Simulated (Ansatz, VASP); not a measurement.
# Zr in VASP and in Ansatz

INCAR

```
SYSTEM = Zr
  PREC = Accurate
  ENCUT = 520
  EDIFF = 1E-8
  ISMEAR = -1
  SIGMA = 0.08
  LREAL = .False.
  LASPH = .True.
  NELM = 100
  ALGO = Normal
  ISIF = 2
  LWAVE = .False.
  LCHARG = .False.
  GGA = PS
  LEFG = .True.
  NBANDS = 12
```

The input KPOINTS:

```
regular mesh
0
Gamma
  14 14 14
  0 0 0
```

Contents of POSCAR:

```
Zr
1.0
   -1.8396774058      1.8396774058      1.8396774058
    1.8396774058     -1.8396774058      1.8396774058
    1.8396774058      1.8396774058     -1.8396774058
Zr
1
Direct
    0.0000000000      0.0000000000      0.0000000000
```

Input for Ansatz:

```yaml
crystal:
  lattice:
    - [-1.8396774058, 1.8396774058, 1.8396774058]
    - [1.8396774058, -1.8396774058, 1.8396774058]
    - [1.8396774058, 1.8396774058, -1.8396774058]
  atoms:
    - { symbol: Zr, position: [0.0, 0.0, 0.0] }
kpoints:
  mp_grid: { grid: [14, 14, 14] }
scf:
  occupations: { method: fermi_dirac, width: 0.08 }
hamiltonian:
  xc: pbesol
  pseudopotentials: { kind: paw }
output:
  forces: true
  stress: true
  eigenvalues: true
  efg: { contact_densities: true }
```

Change from the starting cell: volume scaled by 1.05, PAW files.

Alike in both runs: task electric field gradients; functional PBEsol; k mesh 14 × 14 × 14; occupations fermi-dirac, width 0.08 eV; no spin polarisation.

|  | VASP | Ansatz |
| --- | --- | --- |
| version | VASP 6.6.1 | Ansatz 0.2.0 |
| potentials or method | VASP PAW PBE potentials, release 64 (Zr_sv) | PAW with Ansatz's default frozen-core files, scalar-relativistic |
| plane-wave cutoff (eV) | 520 | 420 |
| valence electrons in the cell | 12 | 12 |

```csv
,VASP,Ansatz,Ansatz less VASP
pressure (GPa),-9.8,-9.8,-0.05
```

VASP's potentials were made for PBE, not for PBEsol.
